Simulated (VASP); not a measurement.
# Cd2BiO2 (P6mm) in VASP: notebook

The runs below take Cd2BiO2 through single point, with PBE.

Everything below comes from runs of VASP 6.6.1. Logs are shortened: lines on timing, memory, paths and dates and some standing lists are left out, and cuts for length are marked.

## Step 1: The cell of the first run

The structure is hexagonal, space group P6mm (No. 183). Conventional cell: a = 4.030 Å, b = 4.030 Å, c = 8.154 Å, α = 90.00°, β = 90.00°, γ = 120.00°. Within 3.1 Å of Cd (site symmetry 3m) lie 3 Cd at 2.33 Å and 3 O at 2.41 Å. Within 2.4 Å of Bi (site symmetry 6mm) lie 2 O at 1.80 to 1.98 Å. Within 2.6 Å of O (site symmetry 6mm) lie 1 Bi at 1.98 Å and 6 Cd at 2.41 Å. O (site symmetry 6mm) has 1 Bi at 1.80 Å within 2.4 Å.

The cell was generated, and may not be a known phase.

## Step 2: Single point, PBE

INCAR

```
SYSTEM = Cd2BiO2
ALGO = Fast ; EDIFF = 1E-7
ENCUT = 520 ; GGA = PE
ISIF = 2 ; ISMEAR = 0
LASPH = .True. ; LCHARG = .False.
LREAL = .False. ; LWAVE = .False.
NBANDS = 34 ; NELM = 60
PREC = Accurate ; SIGMA = 0.1
```

KPOINTS

```
k-points
0
Gamma
  6 6 2
  0 0 0
```

POSCAR

```
Cd2BiO2
1.0
    4.0302383000      0.0000000000      0.0000000000
   -2.0151191500      3.4902887500      0.0000000000
    0.0000000000      0.0000000000      8.1536220800
Cd Bi O
2 1 2
Direct
    0.3333333300      0.6666666700      0.6450228800
    0.6666666700      0.3333333300      0.6450228800
    0.0000000000      0.0000000000      0.3245794800
    0.0000000000      0.0000000000      0.5670108300
    0.0000000000      0.0000000000      0.1040173300
```

Potentials or basis: VASP PAW PBE potentials, release 64 (Cd, Bi_d, O).

Launch:

```bash
$ cat potpaw_PBE.64/Cd/POTCAR potpaw_PBE.64/Bi_d/POTCAR potpaw_PBE.64/O/POTCAR > POTCAR
$ mpirun -np 1 vasp_std > vasp.out
```

OUTCAR:

```text
SYSTEM = Cd2BiO2
   EDIFF = 1E-7
   ENCUT = 520
   GGA = PE
   ISIF = 2
   ISMEAR = 0
   LASPH = .True.
   LREAL = .False.
   NELM = 60
   PREC = Accurate

 ion  position               nearest neighbor table
   1  0.333  0.667  0.645-   2 2.33   2 2.33   2 2.33   4 2.41   4 2.41   4 2.41   3 3.50   3 3.50
                             3 3.50
   2  0.667  0.333  0.645-   1 2.33   1 2.33   1 2.33   4 2.41   4 2.41   4 2.41   3 3.50   3 3.50
                             3 3.50
   3  0.000  0.000  0.325-   5 1.80   4 1.98   1 3.50   2 3.50   1 3.50   2 3.50   2 3.50   1 3.50

   4  0.000  0.000  0.567-   3 1.98   2 2.41   1 2.41   1 2.41   2 2.41   2 2.41   1 2.41
   5  0.000  0.000  0.104-   3 1.80

  LATTYP: Found a hexagonal cell.
 ALAT       =     4.0302383000
 C/A-ratio  =     2.0231116557

  Lattice vectors:

 A1 = (   4.0302383000,   0.0000000000,   0.0000000000)
 A2 = (  -2.0151191500,   3.4902887500,   0.0000000000)
 A3 = (   0.0000000000,   0.0000000000,   8.1536220800)

Analysis of symmetry for initial positions (statically):
=====================================================================
 Subroutine PRICEL returns:
 Original cell was already a primitive cell.

 Routine SETGRP: Setting up the symmetry group for a
 hexagonal supercell.

 Subroutine GETGRP returns: Found 12 space group operations
 (whereof 12 operations were pure point group operations)
 out of a pool of 24 trial point group operations.

The static configuration has the point symmetry C_6v.

Analysis of symmetry for dynamics (positions and initial velocities):
=====================================================================
 Subroutine PRICEL returns:
 Original cell was already a primitive cell.

 Routine SETGRP: Setting up the symmetry group for a
 hexagonal supercell.

 Subroutine GETGRP returns: Found 12 space group operations
 (whereof 12 operations were pure point group operations)
 out of a pool of 24 trial point group operations.

The dynamic configuration has the point symmetry C_6v.

 Subroutine INISYM returns: Found 12 space group operations
 (whereof 12 operations are pure point group operations),
 and found     1 'primitive' translations

----------------------------------------------------------------------------------------

                                     Primitive cell

[... 85 lines left out ...]
   EDIFF  = 0.1E-06   stopping-criterion for ELM
   LREAL  =      F    real-space projection
   EDIFFG = 0.1E-05   stopping-criterion for IOM
   NSW    =      0    number of steps for IOM
   IBRION =     -1    ionic relax: 0-MD 1-quasi-New 2-CG
   NFREE  =      0    steps in history (QN), initial steepest desc. (CG)
   ISIF   =      2    stress and relaxation
   ISYM   =      2    0-nonsym 1-usesym 2-fastsym
   POTIM  = 0.5000    time-step for ionic-motion
   TEBEG  =    0.0;   TEEND  =   0.0 temperature during run
   PSTRESS=    0.0 pullay stress
   NELECT =      51.0000    total number of electrons
   NUPDOWN=      -1.0000    fix difference up-down
   EMIN   =  10.00;   EMAX   =-10.00  energy-range for DOS
   EFERMI =   0.00;   METHOD = LEGACY
   ISMEAR =     0;   SIGMA  =   0.10  broadening in eV -4-tet -1-fermi 0-gaus
   EFERMI_NEDOS =   21; number of points for ismear=-14 and -15
   IALGO  =     68    algorithm
   IMIX   =      4    mixing-type and parameters
     AMIX     =   0.40;   BMIX     =  1.00
     AMIX_MAG =   1.60;   BMIX_MAG =  1.00
  volume/ion in A,a.u.               =      22.94       154.80
  Fermi-wavevector in a.u.,A,eV,Ry     =   1.249541  2.361291 21.243509  1.561354
  Thomas-Fermi vector in A             =   2.383577
   LORBIT       =      0    0 simple, 1 ext, 2 COOP (PROOUT), +10 PAW based schemes
   GGA     = PE    functional components
   LHFCALC =     F    Hartree Fock is set to
   AEXX    =    0.0000 exact exchange contribution
   IVDW    =     0    specifies the selected vdW correction
   LEPSILON=     F    determine dielectric tensor
   LRPA    =     F    only Hartree local field effects (RPA)
 non-spin polarized calculation
 RMM-DIIS sequential band-by-band and
 Gauss-broadening in eV      SIGMA  =   0.10
  energy-cutoff  :      520.00
  volume of cell :      114.69
 maximum number of plane-waves:      3115
 NGX is ok and might be reduce to    30
   NGX = 15   NGY = 15   NGZ = 31

 number of electron      51.0000014 magnetization

 Free energy of the ion-electron system (eV)
  ---------------------------------------------------
  ext. energy  EPLUGINS =         0.00000000
  ---------------------------------------------------
  free energy    TOTEN  =        -9.59674678 eV

  energy without entropy =       -9.58928879  energy(sigma->0) =       -9.59301778

 E-fermi :   2.5027     XC(G=0):  -8.9074

 val. band max:        2.3964436141   @ k =   0.0000   0.0000   0.0000
 cond. band min:       2.5752717077   @ k =   0.3333   0.3333   0.0000
 fundamental gap:      0.1788280936
 Fermi energy:         2.5027268544

 k-point     1 :       0.0000    0.0000    0.0000
  band No.  band energies     occupation
      1     -22.0318      2.00000
      2     -20.8020      2.00000
      3     -20.8020      2.00000
      4     -20.7009      2.00000
      5     -20.7009      2.00000
      6     -17.7911      2.00000
[... 507 lines left out ...]
     33      10.9164      0.00000
     34      10.9208      0.00000

------------------------ aborting loop because EDIFF is reached ----------------------------------------

  FORCE on cell =-STRESS in cart. coord.  units (eV):
  Direction    XX          YY          ZZ          XY          YZ          ZX
  --------------------------------------------------------------------------------------
  -------------------------------------------------------------------------------------
  Total       20.6750713     20.6750713     25.5443463      0.0000000      0.0000000      0.0000000
  in kB      288.8118020    288.8118018    356.8311134      0.0000000      0.0000000      0.0000000
  external PRESSURE =     311.4849058 kB  Pullay stress =       0.0000000 kB

 VOLUME and BASIS-vectors are now :
 -----------------------------------------------------------------------------
  energy-cutoff  :      520.00
  volume of cell :      114.69
      direct lattice vectors                 reciprocal lattice vectors
     4.030238300  0.000000000  0.000000000     0.248124286  0.143254623  0.000000000
    -2.015119150  3.490288750  0.000000000     0.000000000  0.286509247  0.000000000
     0.000000000  0.000000000  8.153622080     0.000000000  0.000000000  0.122644880

 POSITION                                       TOTAL-FORCE (eV/Angst)
 -----------------------------------------------------------------------------------
     -0.00000      2.32686      5.25927        -0.000000     -0.000000      1.214686
      2.01512      1.16343      5.25927         0.000000      0.000000      1.214686
      0.00000      0.00000      2.64650         0.000000     -0.000000     -0.119826
      0.00000      0.00000      4.62319         0.000000      0.000000      4.368990
      0.00000      0.00000      0.84812        -0.000000      0.000000     -6.678537
 -----------------------------------------------------------------------------------
    total drift:                                0.000000      0.000000     -0.000733

  FREE ENERGIE OF THE ION-ELECTRON SYSTEM (eV)
  ---------------------------------------------------
  free  energy   TOTEN  =        -9.5967467751 eV

  energy  without entropy=       -9.5892887927  energy(sigma->0) =       -9.59301778
```

OSZICAR:

```text
N       E                     dE             d eps       ncg     rms          rms(c)
DAV:   1     0.514379053481E+03    0.51438E+03   -0.26137E+04   952   0.156E+03
DAV:   2     0.344735795533E+02   -0.47991E+03   -0.46095E+03  1016   0.439E+02
DAV:   3    -0.145352415355E+02   -0.49009E+02   -0.48080E+02  1114   0.146E+02
DAV:   4    -0.162448831645E+02   -0.17096E+01   -0.17031E+01  1054   0.284E+01
[... 11 lines left out ...]
RMM:  16    -0.959674629111E+01   -0.19006E-05   -0.19744E-05  1408   0.220E-02    0.584E-03
RMM:  17    -0.959674643094E+01   -0.13983E-06   -0.32796E-06  1184   0.999E-03    0.266E-03
RMM:  18    -0.959674660406E+01   -0.17312E-06   -0.10790E-06   964   0.490E-03    0.126E-03
RMM:  19    -0.959674674902E+01   -0.14496E-06   -0.20004E-07   807   0.275E-03    0.426E-04
RMM:  20    -0.959674677508E+01   -0.26058E-07   -0.62611E-08   624   0.170E-03
   1 F= -.95967468E+01 E0= -.95930178E+01  d E =-.745798E-02
```

stdout:

```text
POSCAR found type information on POSCAR CdBiO
 POSCAR found :  3 types and       5 ions
 scaLAPACK will be used
 LDA part: xc-table for (Slater+PW92), standard interpolation
 POSCAR, INCAR and KPOINTS ok, starting setup
 FFT: planning ... GRIDC
 FFT: planning ... GRID_SOFT
 FFT: planning ... GRID
 WAVECAR not read
 entering main loop
```

It took 2.1 min on 1 thread of Oxide Virtual Turin-like, shared host; peak memory 0.22 GiB.

What came out:

- Free energy: -9.5967 eV
- Pressure: 31.1 GPa
- Largest force: 6.679 eV/Å
- Band gap on the k mesh: zero (an odd number of electrons rules out a gap without spin polarisation)

Forces in eV/Å, atoms in the order of the input:
```
Cd   0.000  0.000  1.215
Cd   0.000  0.000  1.215
Bi   0.000  0.000 -0.120
O    0.000  0.000  4.369
O    0.000  0.000 -6.679
```

Caveat: the k points lie up to 0.39 Å⁻¹ apart, too coarse for converged energies and pressures of a metal; spin-orbit coupling is left out, which moves the levels of the heavy elements; forces of over 1 eV/Å act on the atoms, so gaps and moduli don't describe the material at rest.

[end of part 1 of 2]

The gap in the log of VASP goes by the Fermi energy; the results here count the filled bands.